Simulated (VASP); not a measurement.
# Be (P4_2/mnm) in VASP: single point with PBEsol

Aim: the single point of Be with PBEsol.

Program: VASP 6.6.1. These are calculated values, not measurements. Logs are shortened: lines on timing, memory, paths and dates and some standing lists are left out, and cuts for length are marked.

## Step 1: The cell of the first run

Symmetry: P4_2/mnm, No. 136, tetragonal system. Conventional cell: a = 3.820 Å, b = 3.820 Å, c = 2.326 Å, α = 90.00°, β = 90.00°, γ = 90.00°. Within 2.9 Å of Be (site symmetry m2m) lie 13 Be at 2.19 to 2.75 Å.

## Step 2: Single point, PBEsol (volume scaled by 1.06)

INCAR reads:

```
PREC     = Accurate       # precision mode
ENCUT    = 520            # plane-wave cutoff, eV
EDIFF    = 1E-7           # SCF threshold, eV
ISMEAR   = -1             # smearing method
SIGMA    = 0.05           # smearing width, eV
LREAL    = False          # projectors in reciprocal space
LASPH    = True           # aspherical terms in the spheres
NELM     = 60             # most SCF steps
ALGO     = Normal         # electronic algorithm
ISIF     = 2              # what is computed and relaxed
LWAVE    = False          # write WAVECAR
LCHARG   = False          # write CHGCAR
GGA      = PS             # functional
NBANDS   = 12             # bands
```

KPOINTS reads:

```
regular mesh
0
Gamma
  9 9 14
```

POSCAR reads:

```
Be
1.0
    3.8202995976      0.0000000000      0.0000000000
    0.0000000000      3.8202995976      0.0000000000
    0.0000000000      0.0000000000      2.3260223395
Be
4
Direct
    0.2974080000      0.2974080000      0.0000000000
    0.7025920000      0.7025920000      0.0000000000
    0.2025920000      0.7974080000      0.5000000000
    0.7974080000      0.2025920000      0.5000000000
```

Potentials or basis: VASP PAW PBE potentials, release 64 (Be).

Started as:

```sh
$ cat potpaw_PBE.64/Be/POTCAR > POTCAR
$ mpirun -np 1 vasp_std > vasp.out
```

OUTCAR:

```text
PREC = Accurate
   ENCUT = 520
   EDIFF = 1E-7
   ISMEAR = -1
   LREAL = False
   LASPH = True
   NELM = 60
   ISIF = 2
   GGA = PS

 ion  position               nearest neighbor table
   1  0.297  0.297  0.000-   2 2.19   3 2.27   4 2.27   3 2.27   4 2.27   3 2.27   3 2.27   4 2.27
                             4 2.27
   2  0.703  0.703  0.000-   1 2.19   3 2.27   4 2.27   3 2.27   4 2.27   4 2.27   4 2.27   3 2.27
                             3 2.27
   3  0.203  0.797  0.500-   4 2.19   2 2.27   1 2.27   1 2.27   2 2.27   1 2.27   1 2.27   2 2.27
                             2 2.27
   4  0.797  0.203  0.500-   3 2.19   2 2.27   1 2.27   1 2.27   2 2.27   2 2.27   2 2.27   1 2.27
                             1 2.27

  LATTYP: Found a simple tetragonal cell.
 ALAT       =     3.8202995976
 C/A-ratio  =     0.6088586196

  Lattice vectors:

 A1 = (   3.8202995976,   0.0000000000,   0.0000000000)
 A2 = (   0.0000000000,   3.8202995976,   0.0000000000)
 A3 = (   0.0000000000,   0.0000000000,   2.3260223395)

Analysis of symmetry for initial positions (statically):
=====================================================================
 Subroutine PRICEL returns:
 Original cell was already a primitive cell.

 Routine SETGRP: Setting up the symmetry group for a
 simple tetragonal supercell.

 Subroutine GETGRP returns: Found 16 space group operations
 (whereof  8 operations were pure point group operations)
 out of a pool of 16 trial point group operations.

The static configuration has the point symmetry D_2h.
 The point group associated with its full space group is D_4h.

Analysis of symmetry for dynamics (positions and initial velocities):
=====================================================================
 Subroutine PRICEL returns:
 Original cell was already a primitive cell.

 Routine SETGRP: Setting up the symmetry group for a
 simple tetragonal supercell.

 Subroutine GETGRP returns: Found 16 space group operations
 (whereof  8 operations were pure point group operations)
 out of a pool of 16 trial point group operations.

The dynamic configuration has the point symmetry D_2h.
 The point group associated with its full space group is D_4h.

 Subroutine INISYM returns: Found 16 space group operations
 (whereof  8 operations are pure point group operations),
 and found     1 'primitive' translations

----------------------------------------------------------------------------------------

                                     Primitive cell

  volume of cell :      33.9476

  direct lattice vectors                    reciprocal lattice vectors
     3.820299598  0.000000000  0.000000000     0.261759575  0.000000000  0.000000000
     0.000000000  3.820299598  0.000000000     0.000000000  0.261759575  0.000000000
[... 102 lines left out ...]
   EMIN   =  10.00;   EMAX   =-10.00  energy-range for DOS
   EFERMI =   0.00;   METHOD = LEGACY
   ISMEAR =    -1;   SIGMA  =   0.05  broadening in eV -4-tet -1-fermi 0-gaus
   EFERMI_NEDOS =   21; number of points for ismear=-14 and -15
   IALGO  =     38    algorithm
   IMIX   =      4    mixing-type and parameters
     AMIX     =   0.40;   BMIX     =  1.00
     AMIX_MAG =   1.60;   BMIX_MAG =  1.00
  volume/ion in A,a.u.               =       8.49        57.27
  Fermi-wavevector in a.u.,A,eV,Ry     =   1.011196  1.910883 13.912187  1.022517
  Thomas-Fermi vector in A             =   2.144231
   LORBIT       =      0    0 simple, 1 ext, 2 COOP (PROOUT), +10 PAW based schemes
   GGA     = PS    functional components
   LHFCALC =     F    Hartree Fock is set to
   AEXX    =    0.0000 exact exchange contribution
   IVDW    =     0    specifies the selected vdW correction
   LEPSILON=     F    determine dielectric tensor
   LRPA    =     F    only Hartree local field effects (RPA)
 non-spin polarized calculation
  energy-cutoff  :      520.00
  volume of cell :       33.95
 maximum number of plane-waves:       932
   NGX = 15   NGY = 15   NGZ =  9

 number of electron       8.0000000 magnetization

 Free energy of the ion-electron system (eV)
  ---------------------------------------------------
  ext. energy  EPLUGINS =         0.00000000
  ---------------------------------------------------
  free energy    TOTEN  =       -15.72703669 eV

  energy without entropy =      -15.72184375  energy(sigma->0) =      -15.72444022

 E-fermi :   6.3012     XC(G=0): -10.3763

 val. band max:        6.2844414041   @ k =   0.1111   0.1111   0.0000
 cond. band min:       6.3084680812   @ k =   0.0000   0.0000   0.2857
 fundamental gap:      0.0240266772
 Fermi energy:         6.3011920474

 k-point     1 :       0.0000    0.0000    0.0000
  band No.  band energies     occupation
      1      -4.5072      2.00000
      2       1.5652      2.00000
      3       2.1337      2.00000
      4       5.2607      2.00000
      5       5.2607      2.00000
      6      10.9093      0.00000
      7      10.9093      0.00000
      8      13.4875      0.00000
      9      15.1459      0.00000
     10      16.3995      0.00000
     11      21.7014      0.00000
     12      21.7014      0.00000
[... 331 lines left out ...]
 k-point    24 :       0.4444    0.1111    0.0714
  band No.  band energies     occupation
      1      -2.7849      2.00000
      2      -1.9350      2.00000
      3       2.9076      2.00000
      4       3.7205      2.00000
      5       8.3022      0.00000
      6       8.7540      0.00000
      7      13.8407      0.00000
      8      16.0370      0.00000
      9      16.2498      0.00000
     10      17.0974      0.00000
     11      20.6217      0.00000
     12      21.7688      0.00000

 [... further k-points ...]
[... 5 lines left out ...]
  --------------------------------------------------------------------------------------
  -------------------------------------------------------------------------------------
  Total       -1.3402350     -1.3402350     -1.7546625      0.0000000      0.0000000      0.0000000
  in kB      -63.2532457    -63.2532457    -82.8124161      0.0000000      0.0000000      0.0000000
  external PRESSURE =     -69.7729692 kB  Pullay stress =       0.0000000 kB

 VOLUME and BASIS-vectors are now :
 -----------------------------------------------------------------------------
  energy-cutoff  :      520.00
  volume of cell :       33.95
      direct lattice vectors                 reciprocal lattice vectors
     3.820299598  0.000000000  0.000000000     0.261759575  0.000000000  0.000000000
     0.000000000  3.820299598  0.000000000     0.000000000  0.261759575  0.000000000
     0.000000000  0.000000000  2.326022340     0.000000000  0.000000000  0.429918485

 POSITION                                       TOTAL-FORCE (eV/Angst)
 -----------------------------------------------------------------------------------
      1.13619      1.13619      0.00000         0.020078      0.020078     -0.000000
      2.68411      2.68411      0.00000        -0.020078     -0.020078      0.000000
      0.77396      3.04634      1.16301        -0.020078      0.020078     -0.000000
      3.04634      0.77396      1.16301         0.020078     -0.020078     -0.000000
 -----------------------------------------------------------------------------------
    total drift:                                0.000000      0.000000     -0.000000

  FREE ENERGIE OF THE ION-ELECTRON SYSTEM (eV)
  ---------------------------------------------------
  free  energy   TOTEN  =       -15.7270366929 eV

  energy  without entropy=      -15.7218437541  energy(sigma->0) =      -15.72444022
```

OSZICAR:

```text
N       E                     dE             d eps       ncg     rms          rms(c)
DAV:   1    -0.133806258853E+01   -0.13381E+01   -0.32695E+03  2880   0.554E+02
DAV:   2    -0.154461433961E+02   -0.14108E+02   -0.13587E+02  3784   0.950E+01
DAV:   3    -0.157923315526E+02   -0.34619E+00   -0.34354E+00  4080   0.103E+01
DAV:   4    -0.157933620587E+02   -0.10305E-02   -0.10300E-02  3512   0.629E-01
DAV:   5    -0.157933651624E+02   -0.31036E-05   -0.31033E-05  3832   0.317E-02    0.168E+00
DAV:   6    -0.157467159436E+02    0.46649E-01   -0.10300E-02  3500   0.662E-01    0.101E+00
DAV:   7    -0.157270752453E+02    0.19641E-01   -0.16056E-02  3396   0.714E-01    0.706E-02
DAV:   8    -0.157270377501E+02    0.37495E-04   -0.63308E-04  3692   0.145E-01    0.104E-02
DAV:   9    -0.157270364441E+02    0.13061E-05   -0.27790E-06  4168   0.109E-02    0.366E-03
DAV:  10    -0.157270366933E+02   -0.24923E-06   -0.84850E-08  3260   0.181E-03    0.506E-04
DAV:  11    -0.157270366929E+02    0.43845E-09   -0.78297E-09  2324   0.522E-04
   1 F= -.15727037E+02 E0= -.15724440E+02  d E =-.519294E-02
```

Wall time 24 s (1 thread of Intel Xeon Platinum 8259CL at 2.50GHz (Skylake/Cascade Lake), shared host); peak memory 0.16 GiB.

Results:

```
Free energy            : -15.7270 eV
Pressure               : -7.0 GPa
Largest force          : 0.028 eV/Å
Band gap on the k mesh : zero (band 4 reaches 7.32 eV, above the bottom of band 5 at 5.26 eV)
```

Forces in eV/Å, atoms in the order of the input:
```
Be   0.020  0.020  0.000
Be  -0.020 -0.020  0.000
Be  -0.020  0.020  0.000
Be   0.020 -0.020  0.000
```

Caveat: the PAW data sets were made with another functional, which shifts forces and pressure a little.
